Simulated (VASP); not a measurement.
# NbP (I4_1md) in VASP: relaxation of cell and atoms with PBE

Aim: the relaxation of cell and atoms of NbP with PBE.

Program: VASP 6.6.1. These are calculated values, not measurements. Logs are shortened: lines on timing, memory, paths and dates and some standing lists are left out, and cuts for length are marked.

## (1) The cell of the first run

Symmetry: I4_1md, No. 109, tetragonal system. The conventional cell has a = 3.350 Å, b = 3.350 Å, c = 11.480 Å, α = 90.00°, β = 90.00°, γ = 90.00°. Within 3.4 Å of Nb (site symmetry 2mm) lie 6 P at 2.55 Å and 8 Nb at 3.32 to 3.35 Å. Within 3.4 Å of P (site symmetry 2mm) lie 6 Nb at 2.55 Å and 8 P at 3.32 to 3.35 Å.

## (2) Relaxation of cell and atoms, PBE

INCAR reads:

```
PREC     = Accurate       # precision mode
ENCUT    = 600            # plane-wave cutoff, eV
EDIFF    = 1E-6           # SCF threshold, eV
ISMEAR   = -1             # smearing method
SIGMA    = 0.02           # smearing width, eV
LREAL    = F              # projectors in reciprocal space
LASPH    = T              # aspherical terms in the spheres
NELM     = 100            # most SCF steps
ALGO     = Normal         # electronic algorithm
ISIF     = 3              # what is computed and relaxed
LWAVE    = F              # write WAVECAR
LCHARG   = F              # write CHGCAR
GGA      = PE             # functional
IBRION   = 2              # ionic algorithm
NSW      = 80             # ionic steps
EDIFFG   = -0.005         # ionic threshold
```

KPOINTS reads:

```
regular mesh
0
Gamma
  10 10 10
```

POSCAR reads:

```
NbP
1.0
   -1.6749232544      1.6749232544      5.7401081759
    1.6749232544     -1.6749232544      5.7401081759
    1.6749232544      1.6749232544     -5.7401081759
Nb P
2 2
Direct
    0.7498808000      0.7498808000      0.0000000000
    0.4998808000      0.9998808000      0.5000000000
    0.3327477700      0.3327477700      0.0000000000
    0.0827477800      0.5827477800      0.5000000000
```

Potentials or basis: VASP PAW PBE potentials, release 64 (Nb_sv, P).

Launch:

```console
cat potpaw_PBE.64/Nb_sv/POTCAR potpaw_PBE.64/P/POTCAR > POTCAR
mpirun -np 1 vasp_std > vasp.out
```

OUTCAR:

```text
PREC = Accurate
   ENCUT = 600
   EDIFF = 1E-6
   ISMEAR = -1
   LREAL = F
   LASPH = T
   NELM = 100
   ISIF = 3
   GGA = PE
   IBRION = 2
   NSW = 80
   EDIFFG = -0.005

 ion  position               nearest neighbor table
   1  0.750  0.750  0.000-   4 2.55   4 2.55   3 2.55   3 2.55   3 2.55   3 2.55
   2  0.500  1.000  0.500-   3 2.55   3 2.55   4 2.55   4 2.55   4 2.55   4 2.55
   3  0.333  0.333  0.000-   2 2.55   2 2.55   1 2.55   1 2.55   1 2.55   1 2.55
   4  0.083  0.583  0.500-   1 2.55   1 2.55   2 2.55   2 2.55   2 2.55   2 2.55

  LATTYP: Found a body centered tetragonal cell.
 ALAT       =     3.3498465088
 C/A-ratio  =     3.4270872775

  Lattice vectors:

 A1 = (  -1.6749232544,   1.6749232544,   5.7401081759)
 A2 = (   1.6749232544,  -1.6749232544,   5.7401081759)
 A3 = (   1.6749232544,   1.6749232544,  -5.7401081759)

Analysis of symmetry for initial positions (statically):
=====================================================================
 Subroutine PRICEL returns:
 Original cell was already a primitive cell.

 Routine SETGRP: Setting up the symmetry group for a
 body centered tetragonal supercell.

 Subroutine GETGRP returns: Found  8 space group operations
 (whereof  4 operations were pure point group operations)
 out of a pool of 16 trial point group operations.

The static configuration has the point symmetry C_2v.
 The point group associated with its full space group is C_4v.

Analysis of symmetry for dynamics (positions and initial velocities):
=====================================================================
 Subroutine PRICEL returns:
 Original cell was already a primitive cell.

 Routine SETGRP: Setting up the symmetry group for a
 body centered tetragonal supercell.

 Subroutine GETGRP returns: Found  8 space group operations
 (whereof  4 operations were pure point group operations)
 out of a pool of 16 trial point group operations.

The dynamic configuration has the point symmetry C_2v.
 The point group associated with its full space group is C_4v.

 Subroutine INISYM returns: Found  8 space group operations
 (whereof  4 operations are pure point group operations),
 and found     1 'primitive' translations

----------------------------------------------------------------------------------------

                                     Primitive cell

  volume of cell :      64.4125

  direct lattice vectors                    reciprocal lattice vectors
    -1.674923254  1.674923254  5.740108176     0.000000000  0.298521140  0.087106372
     1.674923254 -1.674923254  5.740108176     0.298521140  0.000000000  0.087106372
     1.674923254  1.674923254 -5.740108176     0.298521140  0.298521140  0.000000000

  length of vectors
     6.209635874  6.209635874  6.209635874     0.310970081  0.310970081  0.422172645

  position of ions in fractional coordinates (direct lattice)
     0.749880800  0.749880800  0.000000000
     0.499880800  0.999880800  0.500000000
     0.332747770  0.332747770  0.000000000
     0.082747780  0.582747780  0.500000000

  ion indices of the primitive-cell ions
   primitive index   ion index
                 1           1
                 2           2
                 3           3
                 4           4

----------------------------------------------------------------------------------------

 KPOINTS: regular mesh

Automatic generation of k-mesh.
 Grid dimensions read from file:
 generate k-points for:   10   10   10

 Generating k-lattice:

  Cartesian coordinates                     Fractional coordinates (reciprocal lattice)
     0.000000000  0.029852114  0.008710637     0.100000000  0.000000000 -0.000000000
     0.029852114  0.000000000  0.008710637     0.000000000  0.100000000 -0.000000000
     0.029852114  0.029852114  0.000000000     0.000000000  0.000000000  0.100000000

  Length of vectors
     0.031097008  0.031097008  0.042217265

  Shift w.r.t. Gamma in fractional coordinates (k-lattice)
     0.000000000  0.000000000  0.000000000

 Subroutine IBZKPT returns following result:
 ===========================================

 Found    102 irreducible k-points:

 Following reciprocal coordinates:
            Coordinates               Weight
  0.000000  0.000000  0.000000      1.000000
  0.100000 -0.000000  0.000000      8.000000
  0.200000 -0.000000  0.000000      8.000000
  0.300000 -0.000000  0.000000      8.000000
  0.400000 -0.000000  0.000000      8.000000
  0.500000 -0.000000  0.000000      4.000000
[... 16 lines left out ...]
  0.300000  0.300000  0.000000      8.000000
  0.400000  0.300000  0.000000     16.000000
 [... further k-points ...]
   k-points           NKPTS =    102   k-points in BZ     NKDIM =    102   number of bands    NBANDS=     22
   number of dos      NEDOS =    301   number of ions     NIONS =      4
   total plane-waves  NPLWV = 125000
   dimension x,y,z NGX =    50 NGY =   50 NGZ =   50
   dimension x,y,z NGXF=   100 NGYF=  100 NGZF=  100
   ions per type =               2   2
   NGX,Y,Z   is equivalent  to a cutoff of  13.39, 13.39, 13.39 a.u.
   NGXF,Y,Z  is equivalent  to a cutoff of  26.77, 26.77, 26.77 a.u.
 SYSTEM =  unknown system
   PREC   = accura    normal or accurate (medium, high low for compatibility)
   ISTART =      0    job   : 0-new  1-cont  2-samecut
   ICHARG =      2    charge: 1-file 2-atom 10-const
   ISPIN  =      1    spin polarized calculation?
   LNONCOLLINEAR =      F non collinear calculations
   LSORBIT =      F    spin-orbit coupling
   LASPH  =      T    aspherical Exc in radial PAW
   ENCUT  =  600.0 eV  44.10 Ry    6.64 a.u.  12.40 12.40 12.40*2*pi/ulx,y,z
   NELM   =    100;   NELMIN=  2; NELMDL= -5     # of ELM steps
   EDIFF  = 0.1E-05   stopping-criterion for ELM
   LREAL  =      F    real-space projection
   EDIFFG = -.5E-02   stopping-criterion for IOM
   NSW    =     80    number of steps for IOM
   IBRION =      2    ionic relax: 0-MD 1-quasi-New 2-CG
   NFREE  =      1    steps in history (QN), initial steepest desc. (CG)
   ISIF   =      3    stress and relaxation
   ISYM   =      2    0-nonsym 1-usesym 2-fastsym
   POTIM  = 0.5000    time-step for ionic-motion
   TEBEG  =    0.0;   TEEND  =   0.0 temperature during run
   PSTRESS=    0.0 pullay stress
   NELECT =      36.0000    total number of electrons
   NUPDOWN=      -1.0000    fix difference up-down
   EMIN   =  10.00;   EMAX   =-10.00  energy-range for DOS
   EFERMI =   0.00;   METHOD = LEGACY
   ISMEAR =    -1;   SIGMA  =   0.02  broadening in eV -4-tet -1-fermi 0-gaus
   EFERMI_NEDOS =   21; number of points for ismear=-14 and -15
   IALGO  =     38    algorithm
   IMIX   =      4    mixing-type and parameters
     AMIX     =   0.40;   BMIX     =  1.00
     AMIX_MAG =   1.60;   BMIX_MAG =  1.00
  volume/ion in A,a.u.               =      16.10       108.67
  Fermi-wavevector in a.u.,A,eV,Ry     =   1.348504  2.548304 24.741706  1.818464
  Thomas-Fermi vector in A             =   2.476168
   LORBIT       =      0    0 simple, 1 ext, 2 COOP (PROOUT), +10 PAW based schemes
   GGA     = PE    functional components
   LHFCALC =     F    Hartree Fock is set to
   AEXX    =    0.0000 exact exchange contribution
   IVDW    =     0    specifies the selected vdW correction
   LEPSILON=     F    determine dielectric tensor
   LRPA    =     F    only Hartree local field effects (RPA)
 conjugate gradient relaxation of ions
 non-spin polarized calculation
  energy-cutoff  :      600.00
  volume of cell :       64.41
 maximum number of plane-waves:      2180
 NGX is ok and might be reduce to    50
   NGX = 25   NGY = 25   NGZ = 25

--------------------------------------- Ionic step        1  -------------------------------------------

 number of electron      35.9999999 magnetization

 Free energy of the ion-electron system (eV)
  ---------------------------------------------------
  ext. energy  EPLUGINS =         0.00000000
  ---------------------------------------------------
  free energy    TOTEN  =       -35.31149034 eV

  energy without entropy =      -35.31047698  energy(sigma->0) =      -35.31098366

------------------------ aborting loop because EDIFF is reached ----------------------------------------

  FORCE on cell =-STRESS in cart. coord.  units (eV):
  Direction    XX          YY          ZZ          XY          YZ          ZX
  --------------------------------------------------------------------------------------
  -------------------------------------------------------------------------------------
  Total       -0.5652374     -0.5652374     -0.5900156      0.0000000      0.0000000      0.0000000
  in kB      -14.0595549    -14.0595549    -14.6758822      0.0000000      0.0000000      0.0000000
  external PRESSURE =     -14.2649973 kB  Pullay stress =       0.0000000 kB
[... 95 lines left out ...]
  FREE ENERGIE OF THE ION-ELECTRON SYSTEM (eV)
  ---------------------------------------------------
  free  energy   TOTEN  =       -35.3137052366 eV

  energy  without entropy=      -35.3126951641  energy(sigma->0) =      -35.31320020

[... ionic steps 4 to 8 ...]

--------------------------------------- Ionic step        9  -------------------------------------------

 number of electron      35.9999999 magnetization

------------------------ aborting loop because EDIFF is reached ----------------------------------------

  FORCE on cell =-STRESS in cart. coord.  units (eV):
  Direction    XX          YY          ZZ          XY          YZ          ZX
  --------------------------------------------------------------------------------------
  -------------------------------------------------------------------------------------
  Total       -0.0256894     -0.0256894      0.0256226      0.0000000      0.0000000      0.0000000
  in kB       -0.6439226     -0.6439226      0.6422473      0.0000000      0.0000000      0.0000000
  external PRESSURE =      -0.2151993 kB  Pullay stress =       0.0000000 kB
[... 61 lines left out ...]
  energy  without entropy=      -35.3127275601  energy(sigma->0) =      -35.31325436

--------------------------------------- Ionic step       11  -------------------------------------------

 number of electron      35.9999999 magnetization

 Free energy of the ion-electron system (eV)
  ---------------------------------------------------
  ext. energy  EPLUGINS =         0.00000000
  ---------------------------------------------------
  free energy    TOTEN  =       -35.31377848 eV

  energy without entropy =      -35.31273506  energy(sigma->0) =      -35.31325677

 E-fermi :  10.6659     XC(G=0): -12.0279

 val. band max:       10.6309531597   @ k =  -0.2000   0.3000   0.2000
 cond. band min:      10.6708711438   @ k =  -0.3000   0.5000   0.3000
 fundamental gap:      0.0399179841
 Fermi energy:        10.6658920967

 k-point     1 :       0.0000    0.0000    0.0000
  band No.  band energies     occupation
      1     -44.2623      2.00000
      2     -44.2238      2.00000
      3     -20.5310      2.00000
      4     -20.3270      2.00000
      5     -20.3270      2.00000
      6     -20.1833      2.00000
[... 574 lines left out ...]
      6     -20.3430      2.00000
[... 14 lines left out ...]
     21      13.5511      0.00000
     22      13.7786      0.00000

 [... further k-points ...]
[... 5 lines left out ...]
  --------------------------------------------------------------------------------------
  -------------------------------------------------------------------------------------
  Total        0.0136208      0.0136208     -0.0058401      0.0000000      0.0000000      0.0000000
  in kB        0.3415364      0.3415364     -0.1464389      0.0000000      0.0000000      0.0000000
  external PRESSURE =       0.1788779 kB  Pullay stress =       0.0000000 kB
[... 19 lines left out ...]
  FREE ENERGIE OF THE ION-ELECTRON SYSTEM (eV)
  ---------------------------------------------------
  free  energy   TOTEN  =       -35.3137784793 eV

  energy  without entropy=      -35.3127350615  energy(sigma->0) =      -35.31325677

 reached required accuracy - stopping structural energy minimisation
```

Run time: 35 min. Hardware: 1 thread of Intel Xeon Platinum 8488C (Sapphire Rapids), shared host; peak memory 0.45 GiB.

What came out:

```yaml
Free_energy: -35.3138 eV
Relaxed_volume: 15.97 Å³/atom
Relaxed_cell: a = 6.188 Å, b = 6.188 Å, c = 6.188 Å, α = 148.66°, β = 148.66°, γ = 44.91°
Space_group_after_relaxing_to_0.05_Å: I4_1md (No. 109)
Energy_gained_by_relaxing: 0.6 meV/atom
Ionic_steps: 11
Pressure_after_relaxing: 0.0 GPa
Largest_force_after_relaxing: 0.004 eV/Å
Band_gap_on_the_k_mesh: zero (band 18 reaches 10.78 eV, above the bottom of band 19 at 10.63 eV)
```

Forces on the atoms (eV/Å):
```
Nb   0.000  0.000 -0.004
Nb   0.000  0.000 -0.004
P    0.000  0.000  0.004
P    0.000  0.000  0.004
```

The path:
| step | energy change (eV) | largest force (eV/Å) | pressure (GPa) | volume (Å³) |
| --- | --- | --- | --- | --- |
| 1 | 0.0000 | 0.0108 | -1.43 | 64.41 |
| 2 | 0.0044 | 0.0070 | 2.57 | 63.09 |
| 3 | -0.0022 | 0.0094 | 0.01 | 63.92 |
| 4 | -0.0022 | 0.0094 | -0.02 | 63.93 |
| 5 | -0.0023 | 0.0075 | -0.03 | 63.92 |
| 6 | -0.0023 | 0.0060 | -0.03 | 63.92 |
| 7 | -0.0023 | 0.0052 | -0.04 | 63.92 |
| 8 | -0.0023 | 0.0054 | -0.03 | 63.92 |
| 9 | -0.0023 | 0.0062 | -0.02 | 63.92 |
| 10 | -0.0023 | 0.0064 | -0.03 | 63.92 |
| 11 | -0.0023 | 0.0041 | 0.02 | 63.90 |

Final structure:
```
Nb P
1.0
    -1.67133    1.67133    5.71862
     1.67133   -1.67133    5.71862
     1.67133    1.67133   -5.71862
Nb P
2 2
Cartesian
  0.0000 0.0000 8.5777
  1.6713 0.0000 5.7184
  0.0000 0.0000 3.8045
  1.6713 0.0000 0.9452
```

Levels at points of the mesh, in eV from the Fermi level:
```
           k point  band 16  band 17  band 18  band 19  band 20  band 21
(0.00, 0.00, 0.00)    -1.72    -1.36    -1.36     0.83     1.61     2.68
(0.50, 0.00, 0.00)    -1.87    -1.52    -0.12     0.07     1.32     2.47
(0.50, 0.50, 0.00)    -2.85    -0.43    -0.43     2.99     2.99     3.09
(0.50, 0.50, 0.50)    -2.68    -0.52    -0.52     1.19     1.19     2.33
```
